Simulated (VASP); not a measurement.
# Al2Pt (Fm-3m) in VASP: density of states with PBE

Aim: the density of states of Al2Pt with PBE.

Everything below comes from runs of VASP 6.6.1. Logs are shortened: lines on timing, memory, paths and dates and some standing lists are left out, and cuts for length are marked.

## 1. The cell of the first run

It takes space group Fm-3m (No. 225, cubic). The conventional cell has a = 5.955 Å, b = 5.955 Å, c = 5.955 Å, α = 90.00°, β = 90.00°, γ = 90.00°. Within 3.4 Å of Pt (site symmetry m-3m) lie 8 Al at 2.58 Å. Within 3.4 Å of Al (site symmetry -43m) lie 4 Pt at 2.58 Å and 6 Al at 2.98 Å.

## 2. Density of states, PBE

POSCAR

```
Al2Pt
1.0
    0.0000000000      2.9776180000      2.9776180000
    2.9776180000      0.0000000000      2.9776180000
    2.9776180000      2.9776180000      0.0000000000
Pt Al
1 2
Direct
    0.0000000000      0.0000000000      0.0000000000
    0.2500000000      0.2500000000      0.2500000000
    0.7500000000      0.7500000000      0.7500000000
```

INCAR.step1

```
PREC = Accurate
ENCUT = 400
EDIFF = 1E-6
ISMEAR = 1
SIGMA = 0.0213
LREAL = False
LASPH = True
NELM = 120
ALGO = Normal
ISIF = 2
LWAVE = False
LCHARG = True
LMAXMIX = 4
GGA = PE
NBANDS = 15
GGA_COMPAT = False
NEDOS = 2001
LORBIT = 11
```

KPOINTS.step1

```
regular mesh
0
Gamma
  7 7 7
```

INCAR.step2

```
PREC = Accurate
ENCUT = 400
EDIFF = 1E-6
ISMEAR = -5
SIGMA = 0.0213
LREAL = False
LASPH = True
NELM = 120
ALGO = Normal
ISIF = 2
LWAVE = False
LCHARG = False
LMAXMIX = 4
GGA = PE
LORBIT = 11
NEDOS = 2001
ICHARG = 11
GGA_COMPAT = False
```

KPOINTS.step2

```
regular mesh
0
Gamma
  11 11 11
```

Potentials or basis: VASP PAW PBE potentials, release 64 (Pt, Al).

Launch:

```sh
> cat potpaw_PBE.64/Pt/POTCAR potpaw_PBE.64/Al/POTCAR > POTCAR
> cp INCAR.step1 INCAR
> cp KPOINTS.step1 KPOINTS
> mpirun -np 1 vasp_std > vasp.out
> cp INCAR.step2 INCAR
> cp KPOINTS.step2 KPOINTS
> mpirun -np 1 vasp_std > vasp.out
```

OUTCAR:

```text
PREC = Accurate
   ENCUT = 400
   EDIFF = 1E-6
   ISMEAR = -5
   LREAL = False
   LASPH = True
   NELM = 120
   ISIF = 2
   GGA = PE
   LORBIT = 11
   ICHARG = 11

 ion  position               nearest neighbor table
   1  0.000  0.000  0.000-   3 2.58   3 2.58   3 2.58   2 2.58   3 2.58   2 2.58   2 2.58   2 2.58

   2  0.250  0.250  0.250-   1 2.58   1 2.58   1 2.58   1 2.58   3 2.98   3 2.98   3 2.98   3 2.98
                             3 2.98   3 2.98
   3  0.750  0.750  0.750-   1 2.58   1 2.58   1 2.58   1 2.58   2 2.98   2 2.98   2 2.98   2 2.98
                             2 2.98   2 2.98

  LATTYP: Found a face centered cubic cell.
 ALAT       =     5.9552360000

  Lattice vectors:

 A1 = (   0.0000000000,   2.9776180000,   2.9776180000)
 A2 = (   2.9776180000,   0.0000000000,   2.9776180000)
 A3 = (   2.9776180000,   2.9776180000,   0.0000000000)

Analysis of symmetry for initial positions (statically):
=====================================================================
 Subroutine PRICEL returns:
 Original cell was already a primitive cell.

 Routine SETGRP: Setting up the symmetry group for a
 face centered cubic supercell.

 Subroutine GETGRP returns: Found 48 space group operations
 (whereof 48 operations were pure point group operations)
 out of a pool of 48 trial point group operations.

The static configuration has the point symmetry O_h .

Analysis of symmetry for dynamics (positions and initial velocities):
=====================================================================
 Subroutine PRICEL returns:
 Original cell was already a primitive cell.

 Routine SETGRP: Setting up the symmetry group for a
 face centered cubic supercell.

 Subroutine GETGRP returns: Found 48 space group operations
 (whereof 48 operations were pure point group operations)
 out of a pool of 48 trial point group operations.

The dynamic configuration has the point symmetry O_h .

 Subroutine INISYM returns: Found 48 space group operations
 (whereof 48 operations are pure point group operations),
 and found     1 'primitive' translations

----------------------------------------------------------------------------------------

                                     Primitive cell

  volume of cell :      52.8004

  direct lattice vectors                    reciprocal lattice vectors
     0.000000000  2.977618000  2.977618000    -0.167919458  0.167919458  0.167919458
     2.977618000  0.000000000  2.977618000     0.167919458 -0.167919458  0.167919458
     2.977618000  2.977618000  0.000000000     0.167919458  0.167919458 -0.167919458

  length of vectors
     4.210987759  4.210987759  4.210987759     0.290845032  0.290845032  0.290845032

  position of ions in fractional coordinates (direct lattice)
     0.000000000  0.000000000  0.000000000
     0.250000000  0.250000000  0.250000000
     0.750000000  0.750000000  0.750000000

  ion indices of the primitive-cell ions
   primitive index   ion index
                 1           1
                 2           2
                 3           3

----------------------------------------------------------------------------------------

 KPOINTS: regular mesh

Automatic generation of k-mesh.
 Grid dimensions read from file:
 generate k-points for:   11   11   11

 Generating k-lattice:

  Cartesian coordinates                     Fractional coordinates (reciprocal lattice)
    -0.015265405  0.015265405  0.015265405     0.090909091  0.000000000  0.000000000
     0.015265405 -0.015265405  0.015265405     0.000000000  0.090909091  0.000000000
     0.015265405  0.015265405 -0.015265405     0.000000000  0.000000000  0.090909091

  Length of vectors
     0.026440457  0.026440457  0.026440457

  Shift w.r.t. Gamma in fractional coordinates (k-lattice)
     0.000000000  0.000000000  0.000000000

 TETIRR: Found    201 inequivalent tetrahedra from     7986

 Subroutine IBZKPT returns following result:
 ===========================================

 Found     56 irreducible k-points:

 Following reciprocal coordinates:
            Coordinates               Weight
  0.000000  0.000000  0.000000      1.000000
  0.090909  0.000000  0.000000      8.000000
  0.181818  0.000000  0.000000      8.000000
  0.272727  0.000000  0.000000      8.000000
  0.363636  0.000000  0.000000      8.000000
  0.454545  0.000000  0.000000      8.000000
[... 16 lines left out ...]
 -0.272727  0.181818  0.000000     24.000000
 -0.181818  0.181818  0.000000     12.000000
 [... further k-points ...]
   k-points           NKPTS =     56   k-points in BZ     NKDIM =     56   number of bands    NBANDS=     12
   number of dos      NEDOS =   2001   number of ions     NIONS =      3
   total plane-waves  NPLWV =  21952
   dimension x,y,z NGX =    28 NGY =   28 NGZ =   28
   dimension x,y,z NGXF=    56 NGYF=   56 NGZF=   56
   ions per type =               1   2
   NGX,Y,Z   is equivalent  to a cutoff of  11.05, 11.05, 11.05 a.u.
   NGXF,Y,Z  is equivalent  to a cutoff of  22.11, 22.11, 22.11 a.u.
 SYSTEM =  unknown system
   PREC   = accura    normal or accurate (medium, high low for compatibility)
   ISTART =      0    job   : 0-new  1-cont  2-samecut
   ICHARG =     11    charge: 1-file 2-atom 10-const
   ISPIN  =      1    spin polarized calculation?
   LNONCOLLINEAR =      F non collinear calculations
   LSORBIT =      F    spin-orbit coupling
   LASPH  =      T    aspherical Exc in radial PAW
   ENCUT  =  400.0 eV  29.40 Ry    5.42 a.u.   6.87  6.87  6.87*2*pi/ulx,y,z
   NELM   =    120;   NELMIN=  2; NELMDL=  0     # of ELM steps
   EDIFF  = 0.1E-05   stopping-criterion for ELM
   LREAL  =      F    real-space projection
   EDIFFG = 0.1E-04   stopping-criterion for IOM
   NSW    =      0    number of steps for IOM
   IBRION =     -1    ionic relax: 0-MD 1-quasi-New 2-CG
   NFREE  =      0    steps in history (QN), initial steepest desc. (CG)
   ISIF   =      2    stress and relaxation
   ISYM   =      2    0-nonsym 1-usesym 2-fastsym
   POTIM  = 0.5000    time-step for ionic-motion
   TEBEG  =    0.0;   TEEND  =   0.0 temperature during run
   PSTRESS=    0.0 pullay stress
   NELECT =      16.0000    total number of electrons
   NUPDOWN=      -1.0000    fix difference up-down
   EMIN   =  10.00;   EMAX   =-10.00  energy-range for DOS
   EFERMI =   0.00;   METHOD = LEGACY
   ISMEAR =    -5;   SIGMA  =   0.02  broadening in eV -4-tet -1-fermi 0-gaus
   EFERMI_NEDOS =   21; number of points for ismear=-14 and -15
   IALGO  =     38    algorithm
   IMIX   =      4    mixing-type and parameters
     AMIX     =   0.40;   BMIX     =  1.00
     AMIX_MAG =   1.60;   BMIX_MAG =  1.00
  volume/ion in A,a.u.               =      17.60       118.77
  Fermi-wavevector in a.u.,A,eV,Ry     =   1.099603  2.077948 16.451163  1.209126
  Thomas-Fermi vector in A             =   2.236000
   LORBIT       =     11    0 simple, 1 ext, 2 COOP (PROOUT), +10 PAW based schemes
   GGA     = PE    functional components
   LHFCALC =     F    Hartree Fock is set to
   AEXX    =    0.0000 exact exchange contribution
   IVDW    =     0    specifies the selected vdW correction
   LEPSILON=     F    determine dielectric tensor
   LRPA    =     F    only Hartree local field effects (RPA)
 non-spin polarized calculation
 Fermi weights with tetrahedron method with Bloechl corrections
  energy-cutoff  :      400.00
  volume of cell :       52.80
 maximum number of plane-waves:       969

 number of electron      15.9999997 magnetization

 Free energy of the ion-electron system (eV)
  ---------------------------------------------------
  ext. energy  EPLUGINS =         0.00000000
  ---------------------------------------------------
  free energy    TOTEN  =       -16.25442772 eV

  energy without entropy =      -16.25442772  energy(sigma->0) =      -16.25442772

 E-fermi :   7.6400     XC(G=0): -10.6000

 val. band max:        7.7848134040   @ k =   0.2727   0.1818   0.0909
 cond. band min:       7.6055823420   @ k =  -0.1818   0.1818   0.0000
 fundamental gap:     -0.1792310620
 Fermi energy:         7.6400241638

 k-point     1 :       0.0000    0.0000    0.0000
  band No.  band energies     occupation
      1      -2.4333      2.00000
      2       2.6964      2.00000
      3       2.6964      2.00000
      4       2.6964      2.00000
      5       4.0212      2.00000
      6       4.0212      2.00000
      7      10.4201      0.00000
      8      11.4389      0.00000
      9      11.4389      0.00000
     10      11.4389      0.00000
     11      12.9133      0.00000
     12      12.9133      0.00000

 k-point     2 :       0.0909    0.0000    0.0000
  band No.  band energies     occupation
      1      -2.3214      2.00000
      2       2.6274      2.00000
      3       2.7339      2.00000
      4       2.7339      2.00000
      5       4.0081      2.00000
      6       4.0081      2.00000
      7       9.9193      0.00000
      8      10.7035      0.00000
      9      11.0982      0.00000
     10      11.0982      0.00000
     11      13.2946      0.00000
     12      13.3076      0.00000

 k-point     3 :       0.1818    0.0000    0.0000
  band No.  band energies     occupation
      1      -1.9922      2.00000
      2       2.4466      2.00000
      3       2.8292      2.00000
      4       2.8292      2.00000
      5       3.9901      2.00000
      6       3.9901      2.00000
      7       8.0808      0.37681
      8      10.4294      0.00000
      9      10.4294      0.00000
     10      10.9924      0.00000
     11      13.2343      0.00000
     12      13.2651      0.00000
[... 286 lines left out ...]
 k-point    23 :      -0.2727    0.1818    0.0000
  band No.  band energies     occupation
      1      -0.6634      2.00000
      2       1.9808      2.00000
      3       2.9152      2.00000
      4       3.2006      2.00000
      5       3.8181      2.00000
      6       4.2100      2.00000
      7       5.3861      2.00000
      8       7.0230      2.04801
      9       9.2722      0.00000
     10      11.4500      0.00000
     11      13.0319      0.00000
     12      13.0999      0.00000

 k-point    24 :      -0.1818    0.1818    0.0000
  band No.  band energies     occupation
      1      -1.2833      2.00000
      2       2.1632      2.00000
      3       2.9176      2.00000
      4       3.0600      2.00000
      5       3.8007      2.00000
      6       4.1788      2.00000
      7       6.5709      2.02851
      8       7.6056      0.71874
      9      10.0936      0.00000
     10      11.8942      0.00000
     11      12.3357      0.00000
     12      13.0458      0.00000

 [... further k-points ...]
[... 5 lines left out ...]
  --------------------------------------------------------------------------------------
  -------------------------------------------------------------------------------------
  Total       -0.0785407     -0.0785407     -0.0785407      0.0000000      0.0000000      0.0000000
  in kB       -2.3832447     -2.3832447     -2.3832447      0.0000000      0.0000000      0.0000000
  external PRESSURE =      -2.3832447 kB  Pullay stress =       0.0000000 kB

 VOLUME and BASIS-vectors are now :
 -----------------------------------------------------------------------------
  energy-cutoff  :      400.00
  volume of cell :       52.80
      direct lattice vectors                 reciprocal lattice vectors
     0.000000000  2.977618000  2.977618000    -0.167919458  0.167919458  0.167919458
     2.977618000  0.000000000  2.977618000     0.167919458 -0.167919458  0.167919458
     2.977618000  2.977618000  0.000000000     0.167919458  0.167919458 -0.167919458

 POSITION                                       TOTAL-FORCE (eV/Angst)
 -----------------------------------------------------------------------------------
      0.00000      0.00000      0.00000        -0.000000     -0.000000     -0.000000
      1.48881      1.48881      1.48881         0.000000      0.000000      0.000000
      4.46643      4.46643      4.46643        -0.000000     -0.000000     -0.000000
 -----------------------------------------------------------------------------------
    total drift:                               -0.000000     -0.000000      0.000000

  FREE ENERGIE OF THE ION-ELECTRON SYSTEM (eV)
  ---------------------------------------------------
  free  energy   TOTEN  =       -16.2544277159 eV

  energy  without entropy=      -16.2544277159  energy(sigma->0) =      -16.25442772

 total charge

# of ion       s       p       d       tot
------------------------------------------
    1        0.823   0.697   8.150   9.670
    2        0.400   0.353   0.000   0.754
    3        0.400   0.353   0.000   0.754
--------------------------------------------------
tot          1.623   1.404   8.150  11.177
```

It took 18 s on 1 thread of Intel Xeon Platinum 8559C (Emerald Rapids), shared host; peak memory 0.16 GiB.

Results:

```yaml
Valence_electrons_inside_the_program's_atomic_spheres: Pt 9.67; Al 0.75
```

Caveat: spin-orbit coupling is left out, which moves the levels of the heavy elements; tetrahedron occupations give inexact forces and stress in metals.
